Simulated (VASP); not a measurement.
# Ga (Fd-3m) in VASP: further runs

Ga is run at these levels: r2SCAN; tasks: single point, relaxation of cell and atoms.

Everything below comes from runs of VASP 6.6.1. Logs are shortened: lines on timing, memory, paths and dates and some standing lists are left out, and cuts for length are marked.

## Step 1: The cell of the first run

Symmetry: Fd-3m, No. 227, cubic system. Conventional cell: a = 5.752 Å, b = 5.752 Å, c = 5.752 Å, α = 90.00°, β = 90.00°, γ = 90.00°. Ga (site symmetry -43m) has 4 Ga at 2.49 Å within 3.3 Å.

## Step 2: Single point, r2SCAN

POSCAR reads:

```
Ga
1.0
    0.0000000000      2.8761503085      2.8761503085
    2.8761503085      0.0000000000      2.8761503085
    2.8761503085      2.8761503085      0.0000000000
Ga
2
Direct
    0.5000000000      0.5000000000      0.5000000000
    0.7500000000      0.7500000000      0.7500000000
```

INCAR.step1 reads:

```
SYSTEM = Ga
  ALGO = Normal
  EDIFF = 1E-4
  ENCUT = 520
  GGA = PE
  ISMEAR = 0
  LASPH = .TRUE.
  LCHARG = .FALSE.
  LREAL = .FALSE.
  LWAVE = .TRUE.
  NBANDS = 20
  NELM = 100
  PREC = Accurate
  SIGMA = 0.1
```

INCAR.step2 reads:

```
SYSTEM = Ga
  ALGO = Normal
  EDIFF = 1E-7
  ENCUT = 520
  ISIF = 2
  ISMEAR = 0
  ISTART = 1
  LASPH = .TRUE.
  LCHARG = .TRUE.
  LELF = .TRUE.
  LMIXTAU = .TRUE.
  LREAL = .FALSE.
  LVHAR = .TRUE.
  LWAVE = .FALSE.
  METAGGA = R2SCAN
  NBANDS = 20
  NELM = 100
  PREC = Accurate
  SIGMA = 0.1
```

KPOINTS reads:

```
k-points
0
G
  6 6 6
  0 0 0
```

Potentials or basis: VASP PAW PBE potentials, release 64 (Ga_d).

Command:

```
cat potpaw_PBE.64/Ga_d/POTCAR > POTCAR
cp INCAR.step1 INCAR
mpirun -np 1 vasp_std > vasp.out
cp INCAR.step2 INCAR
mpirun -np 1 vasp_std > vasp.out
```

OUTCAR:

```text
SYSTEM = Ga
   EDIFF = 1E-7
   ENCUT = 520
   ISIF = 2
   ISMEAR = 0
   ISTART = 1
   LASPH = .TRUE.
   LREAL = .FALSE.
   METAGGA = R2SCAN
   NELM = 100
   PREC = Accurate

 ion  position               nearest neighbor table
   1  0.500  0.500  0.500-   2 2.49   2 2.49   2 2.49   2 2.49
   2  0.750  0.750  0.750-   1 2.49   1 2.49   1 2.49   1 2.49

  LATTYP: Found a face centered cubic cell.
 ALAT       =     5.7523006170

  Lattice vectors:

 A1 = (   0.0000000000,   2.8761503085,   2.8761503085)
 A2 = (   2.8761503085,   0.0000000000,   2.8761503085)
 A3 = (   2.8761503085,   2.8761503085,   0.0000000000)

Analysis of symmetry for initial positions (statically):
=====================================================================
 Subroutine PRICEL returns:
 Original cell was already a primitive cell.

 Routine SETGRP: Setting up the symmetry group for a
 face centered cubic supercell.

 Subroutine GETGRP returns: Found 48 space group operations
 (whereof 24 operations were pure point group operations)
 out of a pool of 48 trial point group operations.

The static configuration has the point symmetry T_d .
 The point group associated with its full space group is O_h .

Analysis of symmetry for dynamics (positions and initial velocities):
=====================================================================
 Subroutine PRICEL returns:
 Original cell was already a primitive cell.

 Routine SETGRP: Setting up the symmetry group for a
 face centered cubic supercell.

 Subroutine GETGRP returns: Found 48 space group operations
 (whereof 24 operations were pure point group operations)
 out of a pool of 48 trial point group operations.

The dynamic configuration has the point symmetry T_d .
 The point group associated with its full space group is O_h .

 Subroutine INISYM returns: Found 48 space group operations
 (whereof 24 operations are pure point group operations),
 and found     1 'primitive' translations

----------------------------------------------------------------------------------------

                                     Primitive cell

  volume of cell :      47.5844

  direct lattice vectors                    reciprocal lattice vectors
     0.000000000  2.876150309  2.876150309    -0.173843487  0.173843487  0.173843487
     2.876150309  0.000000000  2.876150309     0.173843487 -0.173843487  0.173843487
     2.876150309  2.876150309  0.000000000     0.173843487  0.173843487 -0.173843487

  length of vectors
     4.067490774  4.067490774  4.067490774     0.301105753  0.301105753  0.301105753

  position of ions in fractional coordinates (direct lattice)
     0.500000000  0.500000000  0.500000000
     0.750000000  0.750000000  0.750000000

  ion indices of the primitive-cell ions
   primitive index   ion index
                 1           1
                 2           2

----------------------------------------------------------------------------------------

 KPOINTS: k-points

Automatic generation of k-mesh.
 Grid dimensions read from file:
 generate k-points for:    6    6    6

 Generating k-lattice:

  Cartesian coordinates                     Fractional coordinates (reciprocal lattice)
    -0.028973915  0.028973915  0.028973915     0.166666667  0.000000000  0.000000000
     0.028973915 -0.028973915  0.028973915     0.000000000  0.166666667  0.000000000
     0.028973915  0.028973915 -0.028973915     0.000000000  0.000000000  0.166666667

  Length of vectors
     0.050184292  0.050184292  0.050184292

  Shift w.r.t. Gamma in fractional coordinates (k-lattice)
     0.000000000  0.000000000  0.000000000

 Subroutine IBZKPT returns following result:
 ===========================================

 Found     16 irreducible k-points:

 Following reciprocal coordinates:
            Coordinates               Weight
  0.000000  0.000000  0.000000      1.000000
  0.166667  0.000000  0.000000      8.000000
  0.333333  0.000000  0.000000      8.000000
  0.500000  0.000000  0.000000      4.000000
  0.166667  0.166667  0.000000      6.000000
  0.333333  0.166667  0.000000     24.000000
[... 8 lines left out ...]
 -0.333333  0.333333  0.166667     24.000000
 -0.333333  0.500000  0.166667     12.000000
   k-points           NKPTS =     16   k-points in BZ     NKDIM =     16   number of bands    NBANDS=     20
   number of dos      NEDOS =    301   number of ions     NIONS =      2
   total plane-waves  NPLWV =  27000
   dimension x,y,z NGX =    30 NGY =   30 NGZ =   30
   dimension x,y,z NGXF=    60 NGYF=   60 NGZF=   60
   ions per type =               2
   NGX,Y,Z   is equivalent  to a cutoff of  12.26, 12.26, 12.26 a.u.
   NGXF,Y,Z  is equivalent  to a cutoff of  24.52, 24.52, 24.52 a.u.
 SYSTEM =  Ga
   PREC   = accura    normal or accurate (medium, high low for compatibility)
   ISTART =      1    job   : 0-new  1-cont  2-samecut
   ICHARG =      0    charge: 1-file 2-atom 10-const
   ISPIN  =      1    spin polarized calculation?
   LNONCOLLINEAR =      F non collinear calculations
   LSORBIT =      F    spin-orbit coupling
   LASPH  =      T    aspherical Exc in radial PAW
   ENCUT  =  520.0 eV  38.22 Ry    6.18 a.u.   7.56  7.56  7.56*2*pi/ulx,y,z
   NELM   =    100;   NELMIN=  2; NELMDL=  0     # of ELM steps
   EDIFF  = 0.1E-06   stopping-criterion for ELM
   LREAL  =      F    real-space projection
   EDIFFG = 0.1E-05   stopping-criterion for IOM
   NSW    =      0    number of steps for IOM
   IBRION =     -1    ionic relax: 0-MD 1-quasi-New 2-CG
   NFREE  =      0    steps in history (QN), initial steepest desc. (CG)
   ISIF   =      2    stress and relaxation
   ISYM   =      2    0-nonsym 1-usesym 2-fastsym
   POTIM  = 0.5000    time-step for ionic-motion
   TEBEG  =    0.0;   TEEND  =   0.0 temperature during run
   PSTRESS=    0.0 pullay stress
   NELECT =      26.0000    total number of electrons
   NUPDOWN=      -1.0000    fix difference up-down
   EMIN   =  10.00;   EMAX   =-10.00  energy-range for DOS
   EFERMI =   0.00;   METHOD = LEGACY
   ISMEAR =     0;   SIGMA  =   0.10  broadening in eV -4-tet -1-fermi 0-gaus
   EFERMI_NEDOS =   21; number of points for ismear=-14 and -15
   IALGO  =     38    algorithm
   IMIX   =      4    mixing-type and parameters
     AMIX     =   0.40;   BMIX     =  1.00
     AMIX_MAG =   1.60;   BMIX_MAG =  1.00
  volume/ion in A,a.u.               =      23.79       160.56
  Fermi-wavevector in a.u.,A,eV,Ry     =   1.338375  2.529161 24.371391  1.791247
  Thomas-Fermi vector in A             =   2.466850
   LORBIT       =      0    0 simple, 1 ext, 2 COOP (PROOUT), +10 PAW based schemes
   METAGGA = R2SCAN    functional components
   LHFCALC =     F    Hartree Fock is set to
   AEXX    =    0.0000 exact exchange contribution
   IVDW    =     0    specifies the selected vdW correction
   LEPSILON=     F    determine dielectric tensor
   LRPA    =     F    only Hartree local field effects (RPA)
 non-spin polarized calculation
 Gauss-broadening in eV      SIGMA  =   0.10
  energy-cutoff  :      520.00
  volume of cell :       47.58
 maximum number of plane-waves:      1303
   NGX = 15   NGY = 15   NGZ = 15

 number of electron      25.9999981 magnetization

 Free energy of the ion-electron system (eV)
  ---------------------------------------------------
  ext. energy  EPLUGINS =         0.00000000
  ---------------------------------------------------
  free energy    TOTEN  =       -22.22879169 eV

  energy without entropy =      -22.21974837  energy(sigma->0) =      -22.22427003

 E-fermi :   2.8098     XC(G=0): -10.4461

 val. band max:        2.7930060566   @ k =  -0.1667   0.1667   0.0000
 cond. band min:       2.8362643946   @ k =   0.1667   0.0000   0.0000
 fundamental gap:      0.0432583380
 Fermi energy:         2.8098064942

 k-point     1 :       0.0000    0.0000    0.0000
  band No.  band energies     occupation
      1     -12.4621      2.00000
      2     -12.4621      2.00000
      3     -12.4621      2.00000
      4     -12.4147      2.00000
      5     -12.4147      2.00000
      6     -12.0530      2.00000
[... 12 lines left out ...]
     19      11.5772      0.00000
     20      14.7007      0.00000

 k-point     2 :       0.1667    0.0000    0.0000
  band No.  band energies     occupation
      1     -12.4849      2.00000
      2     -12.4849      2.00000
      3     -12.4563      2.00000
      4     -12.3792      2.00000
      5     -12.3792      2.00000
      6     -12.0675      2.00000
[... 12 lines left out ...]
     19      12.9933      0.00000
     20      13.3106      0.00000

 k-point     3 :       0.3333    0.0000    0.0000
  band No.  band energies     occupation
      1     -12.4971      2.00000
      2     -12.4971      2.00000
      3     -12.4449      2.00000
      4     -12.3485      2.00000
      5     -12.3485      2.00000
      6     -12.0910      2.00000
[... 12 lines left out ...]
     19      13.5984      0.00000
     20      14.1479      0.00000

 k-point     4 :       0.5000    0.0000    0.0000
  band No.  band energies     occupation
      1     -12.4967      2.00000
      2     -12.4967      2.00000
      3     -12.4391      2.00000
      4     -12.3442      2.00000
      5     -12.3441      2.00000
      6     -12.1043      2.00000
[... 12 lines left out ...]
     19      16.3011      0.00000
     20      16.6653      0.00000

 k-point     5 :       0.1667    0.1667    0.0000
  band No.  band energies     occupation
      1     -12.4924      2.00000
      2     -12.4743      2.00000
      3     -12.4743      2.00000
      4     -12.3834      2.00000
      5     -12.3407      2.00000
      6     -12.1406      2.00000
[... 12 lines left out ...]
     19      12.1067      0.00000
     20      13.7036      0.00000

 k-point     6 :       0.3333    0.1667    0.0000
  band No.  band energies     occupation
      1     -12.5155      2.00000
      2     -12.4886      2.00000
      3     -12.4546      2.00000
      4     -12.3456      2.00000
      5     -12.2958      2.00000
      6     -12.1866      2.00000
[... 12 lines left out ...]
     19      14.5058      0.00000
     20      14.8572      0.00000

 k-point     7 :       0.5000    0.1667    0.0000
  band No.  band energies     occupation
      1     -12.5293      2.00000
      2     -12.5019      2.00000
      3     -12.4174      2.00000
      4     -12.3136      2.00000
      5     -12.3005      2.00000
      6     -12.1731      2.00000
[... 12 lines left out ...]
     19      14.3060      0.00000
     20      16.6306      0.00000

 k-point     8 :      -0.3333    0.1667    0.0000
  band No.  band energies     occupation
      1     -12.5210      2.00000
      2     -12.5141      2.00000
      3     -12.4050      2.00000
      4     -12.3397      2.00000
      5     -12.2957      2.00000
      6     -12.1348      2.00000
[... 12 lines left out ...]
     19      13.4966      0.00000
     20      14.4450      0.00000

 k-point     9 :      -0.1667    0.1667    0.0000
  band No.  band energies     occupation
      1     -12.5108      2.00000
      2     -12.4931      2.00000
      3     -12.4400      2.00000
      4     -12.3658      2.00000
      5     -12.3267      2.00000
      6     -12.1150      2.00000
[... 12 lines left out ...]
     19      12.2385      0.00000
     20      14.7117      0.00000

 k-point    10 :       0.3333    0.3333    0.0000
  band No.  band energies     occupation
      1     -12.4961      2.00000
      2     -12.4961      2.00000
      3     -12.4825      2.00000
      4     -12.2995      2.00000
      5     -12.2821      2.00000
      6     -12.2224      2.00000
[... 12 lines left out ...]
     19      14.8935      0.00000
     20      16.5815      0.00000

 k-point    11 :       0.5000    0.3333    0.0000
  band No.  band energies     occupation
      1     -12.5323      2.00000
      2     -12.5059      2.00000
      3     -12.4220      2.00000
      4     -12.3109      2.00000
      5     -12.2506      2.00000
      6     -12.1878      2.00000
[... 12 lines left out ...]
     19      16.4420      0.00000
     20      17.1107      0.00000

 k-point    12 :      -0.3333    0.3333    0.0000
  band No.  band energies     occupation
      1     -12.5473      2.00000
      2     -12.5155      2.00000
      3     -12.3914      2.00000
      4     -12.2554      2.00000
      5     -12.2323      2.00000
      6     -12.2314      2.00000
[... 12 lines left out ...]
     19      12.8823      0.00000
     20      14.0538      0.00000

 k-point    13 :       0.5000    0.5000    0.0000
  band No.  band energies     occupation
      1     -12.5060      2.00000
      2     -12.5060      2.00000
      3     -12.4083      2.00000
      4     -12.4083      2.00000
      5     -12.1888      2.00000
      6     -12.1888      2.00000
[... 12 lines left out ...]
     19      17.9607      0.00000
     20      17.9608      0.00000

 k-point    14 :       0.5000    0.3333    0.1667
  band No.  band energies     occupation
      1     -12.5241      2.00000
      2     -12.5227      2.00000
      3     -12.4083      2.00000
      4     -12.3092      2.00000
      5     -12.2426      2.00000
      6     -12.2354      2.00000
[... 12 lines left out ...]
     19      14.8894      0.00000
     20      15.5936      0.00000

 k-point    15 :      -0.3333    0.3333    0.1667
  band No.  band energies     occupation
      1     -12.5426      2.00000
      2     -12.5250      2.00000
      3     -12.3738      2.00000
      4     -12.2809      2.00000
      5     -12.2332      2.00000
      6     -12.2314      2.00000
[... 12 lines left out ...]
     19      13.7257      0.00000
     20      17.3494      0.00000

 k-point    16 :      -0.3333    0.5000    0.1667
  band No.  band energies     occupation
      1     -12.5336      2.00000
      2     -12.5336      2.00000
      3     -12.3446      2.00000
      4     -12.3446      2.00000
      5     -12.2026      2.00000
      6     -12.2026      2.00000
[... 12 lines left out ...]
     19      17.1601      0.00000
     20      17.1602      0.00000

------------------------ aborting loop because EDIFF is reached ----------------------------------------

  FORCE on cell =-STRESS in cart. coord.  units (eV):
  Direction    XX          YY          ZZ          XY          YZ          ZX
  --------------------------------------------------------------------------------------
  -------------------------------------------------------------------------------------
  Total        0.1177426      0.1177426      0.1177426      0.0000000      0.0000000      0.0000000
  in kB        3.9644192      3.9644192      3.9644192      0.0000000      0.0000000      0.0000000
  external PRESSURE =       3.9644192 kB  Pullay stress =       0.0000000 kB

 VOLUME and BASIS-vectors are now :
 -----------------------------------------------------------------------------
  energy-cutoff  :      520.00
  volume of cell :       47.58
      direct lattice vectors                 reciprocal lattice vectors
     0.000000000  2.876150309  2.876150309    -0.173843487  0.173843487  0.173843487
     2.876150309  0.000000000  2.876150309     0.173843487 -0.173843487  0.173843487
     2.876150309  2.876150309  0.000000000     0.173843487  0.173843487 -0.173843487

 POSITION                                       TOTAL-FORCE (eV/Angst)
 -----------------------------------------------------------------------------------
      2.87615      2.87615      2.87615         0.000000      0.000000      0.000000
      4.31423      4.31423      4.31423        -0.000000     -0.000000     -0.000000
 -----------------------------------------------------------------------------------
    total drift:                                0.000000     -0.000000     -0.000000

  FREE ENERGIE OF THE ION-ELECTRON SYSTEM (eV)
  ---------------------------------------------------
  free  energy   TOTEN  =       -22.2287916934 eV

  energy  without entropy=      -22.2197483688  energy(sigma->0) =      -22.22427003
```

It took 46 s on 1 thread of AMD EPYC 7R13 (Zen 3), shared host; peak memory 0.14 GiB.

Results:

```
Free energy            : -22.2288 eV
Pressure               : 0.4 GPa
Band gap on the k mesh : zero (band 13 reaches 5.85 eV, above the bottom of band 14 at 1.40 eV)
```

Caveat: the PAW data sets were made with another functional, which shifts forces and pressure a little.

[end of part 1 of 3]
